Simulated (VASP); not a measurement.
## CuAu: single point with RPBE

CuAu:

```xyz
2
Lattice="1.4347 0.8283 4.4206 -1.4347 0.8283 4.4206 0.0000 -1.6567 4.4206" Properties=species:S:1:pos:R:3 pbc="T T T"
Au    0.0000    0.0000    0.0000
Cu    0.0000    0.0000    6.6310
```

```json
{"Program": "VASP 6.6.1", "Task": "single point", "Functional": "RPBE", "Potentials or basis": "VASP PAW PBE potentials, release 64 (Au, Cu)", "Cutoff": "520 eV", "k mesh": "11 × 11 × 11", "Occupations": "fermi-dirac, width 0.05 eV", "Spin": "no spin polarisation", "Dipole correction": "no", "Further INCAR settings": "ALGO = Normal; EDIFF = 1e-07; NBANDS = 18"}
```

```
Pressure               : 0.0 GPa
Band gap on the k mesh : zero (bands 11 and 12 overlap by 4.21 eV)
```

Stress tensor (GPa, compression positive):
```
-0.04  0.00  0.00
 0.00 -0.04  0.00
 0.00  0.00  0.08
```

Levels at points of the mesh, in eV from the Fermi level:
```
           k point  band 9  band 10  band 11  band 12  band 13  band 14
(0.00, 0.00, 0.00)   -2.19    -1.62    -1.62    -0.40     3.77    14.76
```

Wall time 3.7 min on 1 thread of Intel Xeon 8259CL (shared host), peak memory 0.27 GiB.

Caveat: the PAW data sets were made with another functional, which shifts forces and pressure a little; spin-orbit coupling is left out, which moves the levels of the heavy elements.
